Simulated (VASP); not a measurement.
Pd, 1 atom in the cell. Symmetry: Fm-3m, No. 225, cubic system. The conventional cell has a = 3.814 Å, b = 3.814 Å, c = 3.814 Å, α = 90.00°, β = 90.00°, γ = 90.00°. Pd (site symmetry m-3m) has 12 Pd at 2.70 Å within 3.6 Å. 

| Item | Value |
| --- | --- |
| Program | VASP 6.6.1 |
| Task | single point |
| Functional | LDA |
| Potentials or basis | VASP PAW LDA potentials, release 64 (Pd) |
| Cutoff | 520 eV |
| k mesh | 12 × 12 × 12 |
| Occupations | fermi-dirac, width 0.05 eV |
| Spin | no spin polarisation |
| Dipole correction | no |
| Further INCAR settings | ALGO = Normal; EDIFF = 1e-06; NBANDS = 11 |

Potentials or basis: VASP PAW LDA potentials, release 64 (Pd).

Command:

```bash
$ cat potpaw_LDA.64/Pd/POTCAR > POTCAR
$ mpirun -np 1 vasp_std > vasp.out
```

Hardware: 1 thread of AMD EPYC 7R13 Processor (Zen 3), with other jobs on the host.

Q: Estimate the wall time of this run.

A: It took 6 s on 1 thread of AMD EPYC 7R13 Processor (Zen 3) (shared host), peak memory 0.09 GiB. Counts: scf iterations 11, k points 72.
